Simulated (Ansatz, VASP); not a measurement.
# TiO2: VASP beside Ansatz

The input INCAR:

```
ALGO = Normal ; EDIFF = 1E-6
EDIFFG = -0.05 ; ENCUT = 600
GGA = PE ; IBRION = 2
ISIF = 3 ; ISMEAR = 0
LASPH = True ; LCHARG = False
LDAU = True ; LDAUJ = 0 0
LDAUL = 2 -1 ; LDAUPRINT = 1
LDAUTYPE = 2 ; LDAUU = 4 0
LMAXMIX = 4 ; LREAL = False
LWAVE = False ; NELM = 150
NSW = 100 ; PREC = Accurate
SIGMA = 0.1
```

Contents of KPOINTS:

```
k-points
0
Gamma
  4 4 6
```

Contents of POSCAR:

```
TiO2
1.0
    4.5922000000      0.0000000000      0.0000000000
    0.0000000000      4.5922000000      0.0000000000
    0.0000000000      0.0000000000      2.9574000000
Ti O
2 4
Direct
    0.0000000000      0.0000000000      0.0000000000
    0.5000000000      0.5000000000      0.5000000000
    0.3049600000      0.3049600000      0.0000000000
    0.1950400000      0.8049600000      0.5000000000
    0.6950400000      0.6950400000      0.0000000000
    0.8049600000      0.1950400000      0.5000000000
```

Input for Ansatz:

```yaml
crystal:
  lattice:
    - [4.5922, 0.0, 0.0]
    - [0.0, 4.5922, 0.0]
    - [0.0, 0.0, 2.9574]
  atoms:
    - { symbol: Ti, position: [0.0, 0.0, 0.0] }
    - { symbol: Ti, position: [0.5, 0.5, 0.5] }
    - { symbol: O, position: [0.30496, 0.30496, 0.0] }
    - { symbol: O, position: [0.19504, 0.80496, 0.5] }
    - { symbol: O, position: [0.69504, 0.69504, 0.0] }
    - { symbol: O, position: [0.80496, 0.19504, 0.5] }
basis:
  ecutwfc: 420
kpoints:
  mp_grid: { grid: [4, 4, 6] }
hamiltonian:
  xc: pbe
  hubbard: { sites: [{ species: Ti, l: d, u_eff: 4.0 }] }
scf:
  occupations: { method: gaussian, width: 0.1 }
output:
  forces: true
  stress: true
  eigenvalues: true
relax:
  adjacent_minimum: "off"
  f_tol: 0.05
  max_steps: 80
  cell: { stress_tol: 0.5 }
```

Alike in both runs: task relaxation of cell and atoms; functional PBE; k mesh 4 × 4 × 6; occupations gaussian, width 0.1 eV; no spin polarisation; Hubbard terms Ti d U = 4.0 eV.

|  | VASP | Ansatz |
| --- | --- | --- |
| version | VASP 6.6.1 | Ansatz 0.2.0 |
| potentials or method | VASP PAW PBE potentials, release 64 (Ti_sv, O), cutoff 600 eV | scalar-relativistic, plane waves, PAW |
| valence electrons in the cell | 48 | 48 |

Ansatz gave:

```
gap on the k mesh at the Fermi level, each at its own relaxed structure (eV) : 2.26
relaxed volume (Å³/atom)                                                     : 10.79
relaxed length of the cell vector where the two differ most in proportion (Å)              : 4.640
```

Estimate VASP's values.

gap on the k mesh at the Fermi level, each at its own relaxed structure (eV): 2.24; relaxed volume (Å³/atom): 10.96; relaxed length of the cell vector where the two differ most in proportion (Å): 4.666.

The programs project onto different local orbitals, so the same U acts differently, and such runs can settle in different states.
